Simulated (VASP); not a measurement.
SrC2, 3 atoms in the cell. It takes space group Fmmm (No. 69, orthorhombic). Conventional cell: a = 5.746 Å, b = 5.891 Å, c = 6.766 Å, α = 90.00°, β = 90.00°, γ = 90.00°. Sr (site symmetry mmm) has 10 C at 2.79 to 3.01 Å within 3.7 Å. Within 1.6 Å of C (site symmetry mm2) lie 1 C at 1.19 Å. 

| Quantity | Value |
| --- | --- |
| Program | VASP 6.6.1 |
| Task | single point |
| Functional | PBEsol |
| Potentials or basis | VASP PAW PBE potentials, release 64 (Sr_sv, C) |
| Cutoff | 520 eV |
| k mesh | 6 × 6 × 6 |
| Occupations | gaussian, width 0.05 eV |
| Spin | no spin polarisation |
| Dipole correction | no |
| Further INCAR settings | ALGO = Normal; EDIFF = 1e-06; NBANDS = 16 |

Potentials or basis: VASP PAW PBE potentials, release 64 (Sr_sv, C).

Launch:

```sh
$ cat potpaw_PBE.64/Sr_sv/POTCAR potpaw_PBE.64/C/POTCAR > POTCAR
$ mpirun -np 1 vasp_std > vasp.out
```

Hardware: 1 thread of AMD EPYC 7R43 64-Core Processor (Zen 3), with other jobs on the host.

Q: Estimate the wall time of this run.

A: It took 110 s on 1 thread of AMD EPYC 7R43 64-Core Processor (Zen 3) (shared host), peak memory 0.18 GiB. Counts: scf iterations 14, k points 46.
